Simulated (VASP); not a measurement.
Here is a VASP 6.6.1 calculation.

Contents of INCAR:

```
SYSTEM = HgTe
ALGO = Normal
EDIFF = 1E-7
ENCUT = 520
GGA = CA
GGA_COMPAT = .FALSE.
ISIF = 2
ISMEAR = 0
LASPH = .TRUE.
LCHARG = .FALSE.
LNONCOLLINEAR = .TRUE.
LORBIT = 11
LORBMOM = .TRUE.
LREAL = .FALSE.
LSORBIT = .TRUE.
LWAVE = .FALSE.
MAGMOM = 0 0 0 0 0 0
NBANDS = 30
NELM = 150
PREC = Accurate
SIGMA = 0.05
```

Contents of KPOINTS:

```
k-points
0
G
  7 7 7
  0 0 0
```

The input POSCAR:

```
HgTe
1.0
   -3.0456030000      3.0456030000      1.5594100000
    3.0456030000     -3.0456030000      1.5594100000
    3.0456030000      3.0456030000     -1.5594100000
Hg Te
1 1
Direct
    0.7500000000      0.2500000000      0.5000000000
    0.0000000000      0.0000000000      0.0000000000
```

Potentials or basis: VASP PAW LDA potentials, release 64 (Hg, Te).

The run is started by

```sh
$ cat potpaw_LDA.64/Hg/POTCAR potpaw_LDA.64/Te/POTCAR > POTCAR
$ mpirun -np 1 vasp_ncl > vasp.out
```

Problem. What does it give for the net moment?

Solution. 0.00 μB per cell.

Problem. Estimate the pressure.

Solution. -5.0 GPa.

Stress tensor (GPa, compression positive):
```
-3.86  0.00  0.00
 0.00 -3.86  0.00
 0.00  0.00 -7.34
```

Caveat: the cell stands under tension.
